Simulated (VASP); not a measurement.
# BeS (F-43m) in VASP: notebook

Runs on BeS. Level: PBE. Tasks: single point.

Everything below comes from runs of VASP 6.6.1. Logs are shortened: lines on timing, memory, paths and dates and some standing lists are left out, and cuts for length are marked.

## (1) The cell of the first run

The structure is cubic, space group F-43m (No. 216). Conventional cell: a = 4.870 Å, b = 4.870 Å, c = 4.870 Å, α = 90.00°, β = 90.00°, γ = 90.00°. Within 2.8 Å of Be (site symmetry -43m) lie 4 S at 2.11 Å. Within 2.8 Å of S (site symmetry -43m) lie 4 Be at 2.11 Å.

## (2) Single point, PBE

The input, INCAR:

```
SYSTEM = BeS
PREC     = Accurate       ! precision mode
ENCUT    = 600            ! plane-wave cutoff, eV
EDIFF    = 1E-6           ! SCF threshold, eV
ISMEAR   = 0              ! smearing method
SIGMA    = 0.1            ! smearing width, eV
LREAL    = .FALSE.        ! projectors in reciprocal space
LASPH    = .TRUE.         ! aspherical terms in the spheres
NELM     = 120            ! most SCF steps
ALGO     = Normal         ! electronic algorithm
ISIF     = 2              ! what is computed and relaxed
LWAVE    = .FALSE.        ! write WAVECAR
LCHARG   = .FALSE.        ! write CHGCAR
GGA      = PE             ! functional
ISYM     = 0            
NBANDS   = 11             ! bands
GGA_COMPAT= .FALSE.
```

The input, KPOINTS:

```
Automatic mesh
0
Gamma
  2 2 2
  0.25 0.25 0.25
```

The input, POSCAR:

```
BeS
1.0
    0.0000000000      2.4351516489      2.4351516489
    2.4351516489      0.0000000000      2.4351516489
    2.4351516489      2.4351516489      0.0000000000
Be S
1 1
Direct
    0.0000000000      0.0000000000      0.0000000000
    0.7500000000      0.7500000000      0.7500000000
```

Potentials or basis: VASP PAW PBE potentials, release 64 (Be, S).

The run is started by

```sh
cat potpaw_PBE.64/Be/POTCAR potpaw_PBE.64/S/POTCAR > POTCAR
mpirun -np 1 vasp_std > vasp.out
```

OUTCAR:

```text
SYSTEM = BeS
   PREC = Accurate
   ENCUT = 600
   EDIFF = 1E-6
   ISMEAR = 0
   LREAL = .FALSE.
   LASPH = .TRUE.
   NELM = 120
   ISIF = 2
   GGA = PE
   ISYM = 0

 ion  position               nearest neighbor table
   1  0.000  0.000  0.000-   2 2.11   2 2.11   2 2.11   2 2.11
   2  0.750  0.750  0.750-   1 2.11   1 2.11   1 2.11   1 2.11

IMPORTANT INFORMATION: All symmetrisations will be switched off!
NOSYMM: (Re-)initialisation of all symmetry stuff for point group C_1.

----------------------------------------------------------------------------------------

                                     Primitive cell

  volume of cell :      28.8807

  direct lattice vectors                    reciprocal lattice vectors
     0.000000000  2.435151649  2.435151649    -0.205326022  0.205326022  0.205326022
     2.435151649  0.000000000  2.435151649     0.205326022 -0.205326022  0.205326022
     2.435151649  2.435151649  0.000000000     0.205326022  0.205326022 -0.205326022

  length of vectors
     3.443824488  3.443824488  3.443824488     0.355635101  0.355635101  0.355635101

  position of ions in fractional coordinates (direct lattice)
     0.000000000  0.000000000  0.000000000
     0.750000000  0.750000000  0.750000000

  ion indices of the primitive-cell ions
   primitive index   ion index
                 1           1
                 2           2

----------------------------------------------------------------------------------------

 KPOINTS: Automatic mesh

Automatic generation of k-mesh.
 Grid dimensions read from file:
 generate k-points for:    2    2    2

 Generating k-lattice:

  Cartesian coordinates                     Fractional coordinates (reciprocal lattice)
    -0.102663011  0.102663011  0.102663011     0.500000000  0.000000000  0.000000000
     0.102663011 -0.102663011  0.102663011     0.000000000  0.500000000  0.000000000
     0.102663011  0.102663011 -0.102663011     0.000000000  0.000000000  0.500000000

  Length of vectors
     0.177817551  0.177817551  0.177817551

  Shift w.r.t. Gamma in fractional coordinates (k-lattice)
     0.250000000  0.250000000  0.250000000

 Subroutine IBZKPT returns following result:
 ===========================================

 Found     32 irreducible k-points:

 Following reciprocal coordinates:
            Coordinates               Weight
  0.125000  0.125000  0.125000      2.000000
  0.125000  0.000000  0.000000      2.000000
  0.000000  0.000000 -0.125000      2.000000
  0.000000  0.125000  0.000000      2.000000
 -0.375000  0.125000  0.125000      2.000000
  0.125000 -0.375000  0.125000      2.000000
[... 16 lines left out ...]
  0.500000  0.500000 -0.125000      2.000000
  0.000000  0.500000  0.375000      2.000000
 [... further k-points ...]
   k-points           NKPTS =     32   k-points in BZ     NKDIM =     32   number of bands    NBANDS=     11
   number of dos      NEDOS =    301   number of ions     NIONS =      2
   total plane-waves  NPLWV =  21952
   dimension x,y,z NGX =    28 NGY =   28 NGZ =   28
   dimension x,y,z NGXF=    56 NGYF=   56 NGZF=   56
   ions per type =               1   1
   NGX,Y,Z   is equivalent  to a cutoff of  13.52, 13.52, 13.52 a.u.
   NGXF,Y,Z  is equivalent  to a cutoff of  27.03, 27.03, 27.03 a.u.
 SYSTEM =  BeS
   PREC   = accura    normal or accurate (medium, high low for compatibility)
   ISTART =      0    job   : 0-new  1-cont  2-samecut
   ICHARG =      2    charge: 1-file 2-atom 10-const
   ISPIN  =      1    spin polarized calculation?
   LNONCOLLINEAR =      F non collinear calculations
   LSORBIT =      F    spin-orbit coupling
   LASPH  =      T    aspherical Exc in radial PAW
   ENCUT  =  600.0 eV  44.10 Ry    6.64 a.u.   6.88  6.88  6.88*2*pi/ulx,y,z
   NELM   =    120;   NELMIN=  2; NELMDL= -5     # of ELM steps
   EDIFF  = 0.1E-05   stopping-criterion for ELM
   LREAL  =      F    real-space projection
   EDIFFG = 0.1E-04   stopping-criterion for IOM
   NSW    =      0    number of steps for IOM
   IBRION =     -1    ionic relax: 0-MD 1-quasi-New 2-CG
   NFREE  =      0    steps in history (QN), initial steepest desc. (CG)
   ISIF   =      2    stress and relaxation
   ISYM   =      0    0-nonsym 1-usesym 2-fastsym
   POTIM  = 0.5000    time-step for ionic-motion
   TEBEG  =    0.0;   TEEND  =   0.0 temperature during run
   PSTRESS=    0.0 pullay stress
   NELECT =       8.0000    total number of electrons
   NUPDOWN=      -1.0000    fix difference up-down
   EMIN   =  10.00;   EMAX   =-10.00  energy-range for DOS
   EFERMI =   0.00;   METHOD = LEGACY
   ISMEAR =     0;   SIGMA  =   0.10  broadening in eV -4-tet -1-fermi 0-gaus
   EFERMI_NEDOS =   21; number of points for ismear=-14 and -15
   IALGO  =     38    algorithm
   IMIX   =      4    mixing-type and parameters
     AMIX     =   0.40;   BMIX     =  1.00
     AMIX_MAG =   1.60;   BMIX_MAG =  1.00
  volume/ion in A,a.u.               =      14.44        97.45
  Fermi-wavevector in a.u.,A,eV,Ry     =   1.067175  2.016668 15.495153  1.138862
  Thomas-Fermi vector in A             =   2.202783
   LORBIT       =      0    0 simple, 1 ext, 2 COOP (PROOUT), +10 PAW based schemes
   GGA     = PE    functional components
   LHFCALC =     F    Hartree Fock is set to
   AEXX    =    0.0000 exact exchange contribution
   IVDW    =     0    specifies the selected vdW correction
   LEPSILON=     F    determine dielectric tensor
   LRPA    =     F    only Hartree local field effects (RPA)
 non-spin polarized calculation
 Gauss-broadening in eV      SIGMA  =   0.10
  energy-cutoff  :      600.00
  volume of cell :       28.88
 maximum number of plane-waves:       972
   NGX = 13   NGY = 13   NGZ = 13

 number of electron       7.9999999 magnetization

 Free energy of the ion-electron system (eV)
  ---------------------------------------------------
  ext. energy  EPLUGINS =         0.00000000
  ---------------------------------------------------
  free energy    TOTEN  =        -9.31103771 eV

  energy without entropy =       -9.31103771  energy(sigma->0) =       -9.31103771

 E-fermi :   4.5370     XC(G=0):  -9.6155

 val. band max:        3.9947637718   @ k =   0.1250   0.0000   0.0000
 cond. band min:       7.8754415071   @ k =   0.5000  -0.3750   0.0000
 fundamental gap:      3.8806777353
 Fermi energy:         4.5370152492

 k-point     1 :       0.1250    0.1250    0.1250
  band No.  band energies     occupation
      1      -9.2498      2.00000
      2       2.9918      2.00000
      3       3.9948      2.00000
      4       3.9948      2.00000
      5       9.7012      0.00000
      6      10.1292      0.00000
      7      10.1292      0.00000
      8      11.2354      0.00000
      9      16.2241      0.00000
     10      16.2241      0.00000
     11      18.7467      0.00000

 k-point     2 :       0.1250    0.0000    0.0000
  band No.  band energies     occupation
      1      -9.2498      2.00000
      2       2.9918      2.00000
      3       3.9948      2.00000
      4       3.9948      2.00000
      5       9.7012      0.00000
      6      10.1292      0.00000
      7      10.1292      0.00000
      8      11.2354      0.00000
      9      16.2241      0.00000
     10      16.2241      0.00000
     11      18.7467      0.00000

 k-point     3 :       0.0000    0.0000   -0.1250
  band No.  band energies     occupation
      1      -9.2498      2.00000
      2       2.9918      2.00000
      3       3.9948      2.00000
      4       3.9948      2.00000
      5       9.7012      0.00000
      6      10.1292      0.00000
      7      10.1292      0.00000
      8      11.2354      0.00000
      9      16.2241      0.00000
     10      16.2241      0.00000
     11      18.7467      0.00000

 k-point     4 :       0.0000    0.1250    0.0000
  band No.  band energies     occupation
      1      -9.2498      2.00000
      2       2.9918      2.00000
      3       3.9948      2.00000
      4       3.9948      2.00000
      5       9.7012      0.00000
      6      10.1292      0.00000
      7      10.1292      0.00000
      8      11.2354      0.00000
      9      16.2241      0.00000
     10      16.2241      0.00000
     11      18.7467      0.00000

 k-point     5 :      -0.3750    0.1250    0.1250
  band No.  band energies     occupation
      1      -7.7656      2.00000
      2      -1.3125      2.00000
      3       2.4651      2.00000
      4       2.8509      2.00000
      5       9.7682      0.00000
      6      10.9213      0.00000
      7      11.4251      0.00000
      8      14.7341      0.00000
      9      17.5063      0.00000
     10      19.0166      0.00000
     11      19.7631      0.00000
[... 211 lines left out ...]
 k-point    21 :      -0.3750    0.0000    0.5000
  band No.  band energies     occupation
      1      -7.3882      2.00000
      2      -0.5625      2.00000
      3       1.1315      2.00000
      4       1.7433      2.00000
      5       7.8754      0.00000
      6       9.7489      0.00000
      7      15.5814      0.00000
      8      15.6674      0.00000
      9      18.5640      0.00000
     10      19.5502      0.00000
     11      20.4985      0.00000

 k-point    22 :       0.1250    0.5000    0.5000
  band No.  band energies     occupation
      1      -7.3882      2.00000
      2      -0.5625      2.00000
      3       1.1315      2.00000
      4       1.7433      2.00000
      5       7.8754      0.00000
      6       9.7489      0.00000
      7      15.5814      0.00000
      8      15.6674      0.00000
      9      18.5640      0.00000
     10      19.5502      0.00000
     11      20.4985      0.00000

 k-point    23 :       0.5000    0.5000   -0.1250
  band No.  band energies     occupation
      1      -7.3882      2.00000
      2      -0.5625      2.00000
      3       1.1315      2.00000
      4       1.7433      2.00000
      5       7.8754      0.00000
      6       9.7489      0.00000
      7      15.5814      0.00000
      8      15.6674      0.00000
      9      18.5640      0.00000
     10      19.5502      0.00000
     11      20.4985      0.00000

 k-point    24 :       0.0000    0.5000    0.3750
  band No.  band energies     occupation
      1      -7.3882      2.00000
      2      -0.5625      2.00000
      3       1.1315      2.00000
      4       1.7433      2.00000
      5       7.8754      0.00000
      6       9.7489      0.00000
      7      15.5814      0.00000
      8      15.6674      0.00000
      9      18.5640      0.00000
     10      19.5502      0.00000
     11      20.4985      0.00000

 [... further k-points ...]
[... 5 lines left out ...]
  --------------------------------------------------------------------------------------
  -------------------------------------------------------------------------------------
  Total        0.9783924      0.9783924      0.9783920     -0.0000010     -0.0000003     -0.0000005
  in kB       54.2769722     54.2769737     54.2769522     -0.0000546     -0.0000182     -0.0000265
  external PRESSURE =      54.2769661 kB  Pullay stress =       0.0000000 kB

 VOLUME and BASIS-vectors are now :
 -----------------------------------------------------------------------------
  energy-cutoff  :      600.00
  volume of cell :       28.88
      direct lattice vectors                 reciprocal lattice vectors
     0.000000000  2.435151649  2.435151649    -0.205326022  0.205326022  0.205326022
     2.435151649  0.000000000  2.435151649     0.205326022 -0.205326022  0.205326022
     2.435151649  2.435151649  0.000000000     0.205326022  0.205326022 -0.205326022

 POSITION                                       TOTAL-FORCE (eV/Angst)
 -----------------------------------------------------------------------------------
      0.00000      0.00000      0.00000        -0.000000      0.000000     -0.000000
      3.65273      3.65273      3.65273         0.000000     -0.000000      0.000000
 -----------------------------------------------------------------------------------
    total drift:                                0.000000     -0.000000     -0.000000

  FREE ENERGIE OF THE ION-ELECTRON SYSTEM (eV)
  ---------------------------------------------------
  free  energy   TOTEN  =        -9.3110377075 eV

  energy  without entropy=       -9.3110377075  energy(sigma->0) =       -9.31103771
```

Wall time 5.2 s (1 thread of Intel Xeon 6975P-C (Granite Rapids), shared host); peak memory 0.15 GiB.

What came out:

| Item | Value |
| --- | --- |
| Free energy | -9.3110 eV |
| Pressure | 5.4 GPa |
| Band gap on the k mesh | 3.88 eV, indirect (least direct gap 5.71 eV) |

Caveat: the k points lie up to 1.12 Å⁻¹ apart. A k mesh can miss the band edges.

## (3) Single point, PBE

The input, INCAR:

```
  PREC = Accurate
  ENCUT = 600
  EDIFF = 1E-6
  ISMEAR = 0
  SIGMA = 0.1
  LREAL = False
  LASPH = True
  NELM = 120
  ALGO = Normal
  ISIF = 2
  LWAVE = False
  LCHARG = False
  GGA = PE
  NBANDS = 11
  GGA_COMPAT = False
```

The input, KPOINTS:

```
regular mesh
0
Gamma
  4 4 4
```

POSCAR is that of step 2.

Potentials or basis: VASP PAW PBE potentials, release 64 (Be, S).

The run is started by

```sh
cat potpaw_PBE.64/Be/POTCAR potpaw_PBE.64/S/POTCAR > POTCAR
mpirun -np 1 vasp_std > vasp.out
```

It took 2.3 s on 1 thread of Intel Xeon 6975P-C (Granite Rapids), shared host; peak memory 0.14 GiB.

The run converged. Its results:

- Free energy: -9.9641 eV
- Pressure: 0.9 GPa
- Band gap on the k mesh: 3.13 eV, indirect (least direct gap 5.66 eV)

Levels at points of the mesh, in eV from the valence-band top:
```csv
k point,band 2,band 3,band 4,band 5,band 6,band 7
"(0.00, 0.00, 0.00)",0.00,0.00,0.00,5.66,5.66,5.66
"(0.50, 0.00, 0.00)",-5.72,-1.02,-1.02,5.42,6.55,6.55
"(0.50, 0.50, 0.00)",-4.96,-2.60,-2.60,3.13,4.92,12.67
```

Caveat: the k points lie up to 0.56 Å⁻¹ apart. A hybrid or GW would open this gap; PBE tends to underestimate it.
